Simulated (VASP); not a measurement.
# AlCo: single point with PBE

Crystal: AlCo.

```
Co Al
1.0
     2.81940    0.00000    0.00000
     0.00000    2.81940    0.00000
     0.00000    0.00000    2.81940
Co Al
1 1
Direct
  0.50000 0.50000 0.50000
  0.00000 0.00000 0.00000
```

```yaml
Program: VASP 6.6.1
Task: single point
Functional: PBE
Potentials_or_basis: VASP PAW PBE potentials, release 64 (Co, Al)
Cutoff: 520 eV
k_mesh: 9 × 9 × 9
Occupations: gaussian, width 0.027 eV
Spin: collinear spin, ferromagnetic start
Starting_moments: "[2.0, 0.0] μB"
```

* Pressure: 6.5 GPa
* Band gap on the k mesh: zero (filled and empty bands overlap)
* Net moment: 0.00 μB per cell
* Valence electrons inside the program's atomic spheres: Co 8.51; Al 0.84

Levels at points of the mesh, in eV from the Fermi level:
Spin up:
| k point | band 2 | band 3 | band 4 | band 5 | band 6 | band 7 | band 8 | band 9 | band 10 | band 11 |
| --- | --- | --- | --- | --- | --- | --- | --- | --- | --- | --- |
| (0.00, 0.00, 0.00) | -3.07 | -3.07 | -0.84 | -0.84 | -0.84 | 6.17 | 6.17 | 6.17 | 8.90 | 8.90 |
Spin down:
```
           k point  band 4  band 5  band 6  band 7  band 8  band 9
(0.00, 0.00, 0.00)   -0.84   -0.84   -0.84    6.17    6.17    6.17
```

It took 96 s on 1 thread of Intel Xeon 8259CL (shared host), peak memory 0.16 GiB.

Caveat: the cell stands under pressure.
